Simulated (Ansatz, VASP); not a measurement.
**Rh in VASP and in Ansatz**

```
Rh
1.0
     0.00000    1.88879    1.88879
     1.88879    0.00000    1.88879
     1.88879    1.88879    0.00000
Rh
1
Direct
  0.00000 0.00000 0.00000
```

Change from the starting cell: volume scaled by 0.98, crystal datasets.

Alike in both runs: task electric field gradients; functional LDA; k mesh 16 × 16 × 16; occupations fermi-dirac, width 0.03 eV; no spin polarisation.

```csv
,VASP,Ansatz
version,VASP 6.6.1,Ansatz 0.2.0
potentials or method,"VASP PAW LDA potentials, release 64 (Rh_pv), cutoff 520 eV","all-electron PAW with datasets made for the crystal, scalar-relativistic"
```

Ansatz gave:

```
pressure (GPa) : -5.7
```

Task: Which values does VASP return?

Result: Pressure (GPa): -4.8.

LDA's correlation is that of Perdew and Zunger in VASP and of Perdew and Wang (1992) in Ansatz. Ansatz ran all-electron here, and VASP with PAW potentials.
